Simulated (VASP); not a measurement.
Bi2Te3, 5 atoms in the cell. The typed cell holds 5 atoms: a = 9.565 Å, b = 9.565 Å, c = 9.565 Å, α = 25.73°, β = 25.73°, γ = 25.73°.  This cell differs from its parent crystal: strain -0.050 along x and y, +0.000 along z.

```yaml
Program: VASP 6.6.1
Task: single point
Functional: PBEsol
Potentials_or_basis: VASP PAW PBE potentials, release 64 (Bi_d, Te)
Cutoff: 520 eV
k_mesh: 12 × 12 × 12
Occupations: gaussian, width 0.15 eV
Spin: no spin polarisation
Dipole_correction: no
Further_INCAR_settings: ALGO = Normal; EDIFF = 1e-07; NBANDS = 32
```

Potentials or basis: VASP PAW PBE potentials, release 64 (Bi_d, Te).

Command:

```sh
$ cat potpaw_PBE.64/Bi_d/POTCAR potpaw_PBE.64/Te/POTCAR > POTCAR
$ mpirun -np 1 vasp_std > vasp.out
```

Hardware: 1 thread of Intel(R) Xeon(R) 6975P-C (Granite Rapids) (shared host).

Question: How long does it take, and how much memory?

Answer: It took 44 min on 1 thread of Intel(R) Xeon(R) 6975P-C (Granite Rapids), with other jobs on the host, peak memory 1.2 GiB. Counts: scf iterations 17, k points 189.
